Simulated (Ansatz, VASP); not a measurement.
# C in VASP and in Ansatz

```
C
1.0
     1.20167    0.69378    3.27691
    -1.20167    0.69378    3.27691
     0.00000   -1.38757    3.27691
C
2
Direct
  0.16283 0.16283 0.16283
  0.83717 0.83717 0.83717
```

Change from the starting cell: mode 4 frozen in at -0.038 Å, equal normal strain along x, y and z -0.0250.

Alike in both runs: task single point; functional PBE; dispersion D3(BJ); k mesh 15 × 15 × 15; occupations gaussian, width 0.05 eV; no spin polarisation.

```csv
,VASP,Ansatz
version,VASP 6.6.1,Ansatz 0.2.0
potentials or method,"VASP PAW PBE potentials, release 64 (C), cutoff 520 eV","scalar-relativistic, plane waves, PAW"
valence electrons in the cell,8,8
```

VASP gave:

| Property | Result |
| --- | --- |
| gap on the k mesh at the Fermi level (eV) | 0.87 |
| least direct gap on the mesh (eV) | 0.87 |
| pressure (GPa) | 26.0 |
| traceless stress, the component that is largest in VASP (GPa) | -26.17 |
| rms of the force components (eV/Å) | 0.690 |

Q: Estimate Ansatz's values.

A: gap on the k mesh at the Fermi level (eV): 0.87; least direct gap on the mesh (eV): 0.87; pressure (GPa): 25.5; traceless stress, the component that is largest in VASP (GPa): -25.59; rms of the force components (eV/Å): 0.693.

Atom by atom the forces differ by 0.002 eV/Å (rms over components).
